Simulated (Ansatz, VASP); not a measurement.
**Two plane-wave programs on Pb**

```
CELL_PARAMETERS angstrom
0.96572 3.03513 3.03513
3.03513 0.96572 3.03513
3.03513 3.03513 0.96572
ATOMIC_POSITIONS crystal
Pb 0.00000 0.00000 0.00000
```

Alike in both runs: task single point; functional PBEsol; k mesh 18 × 18 × 18; occupations gaussian, width 0.15 eV; no spin polarisation.

```csv
,VASP,Ansatz
version,VASP 6.6.1,Ansatz 0.2.0
potentials or method,"VASP PAW PBE potentials, release 64 (Pb_d), cutoff 520 eV","scalar-relativistic, plane waves, PAW"
valence electrons in the cell,14,14
```

```csv
,VASP,Ansatz,Ansatz less VASP
gap on the k mesh at the Fermi level (eV),none,none,-
pressure (GPa),17.5,17.7,+0.16
"traceless stress, the component that is largest in VASP (GPa)",-10.05,-10.08,-0.029
```

VASP's potentials were made for PBE, not for PBEsol. A gap of «none» marks a metal or a gap that the smearing closes. The functional is the same, so the differences come from potentials, cutoffs and numerics.

Neither program's run includes spin-orbit coupling.
